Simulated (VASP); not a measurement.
Crystal: ZrSi2.

```
Zr Si
1.0
     3.53541    0.00000    0.00000
     0.00000    3.53541    0.00000
     0.00000    0.00000    4.82579
Zr Si
1 2
Direct
  0.50000 0.50000 0.00000
  0.00000 0.00000 0.25690
  0.00000 0.00000 0.74310
```

The cell was generated, and may not be a known phase.

- Program: VASP 6.6.1
- Task: relaxation of cell and atoms
- Functional: PBE
- Potentials or basis: VASP PAW PBE potentials, release 64 (Zr_sv, Si)
- Cutoff: 600 eV
- k mesh: 14 × 14 × 10
- Occupations: gaussian, width 0.1 eV
- Spin: no spin polarisation

At the start: pressure 0.3 GPa; volume 20.11 Å³/atom.

Q: How do energy, volume and symmetry change on relaxing?

A: Over 7 steps the energy falls by 5.9 meV/atom and the volume is 20.19 Å³/atom (+0.4 %); space group P4/mmm (No. 123, to 0.1 Å) before and after.

Step by step:
| step | energy change (eV) | largest force (eV/Å) | pressure (GPa) | volume (Å³) |
| --- | --- | --- | --- | --- |
| 1 | 0.0000 | 0.0283 | 0.30 | 60.32 |
| 2 | -0.0146 | 0.0833 | -0.03 | 60.64 |
| 3 | -0.0160 | 0.1309 | -0.19 | 60.77 |
| 4 | -0.0175 | 0.0546 | 0.04 | 60.58 |
| 5 | -0.0177 | 0.0134 | 0.17 | 60.47 |
| 6 | -0.0177 | 0.0160 | -0.17 | 60.66 |
| 7 | -0.0177 | 0.0013 | 0.00 | 60.56 |

Final structure:
```
CELL_PARAMETERS angstrom
3.49675 0.00000 0.00000
0.00000 3.49675 0.00000
0.00000 0.00000 4.95325
ATOMIC_POSITIONS crystal
Zr 0.50000 0.50000 0.00000
Si 0.00000 0.00000 0.25878
Si 0.00000 0.00000 0.74122
```
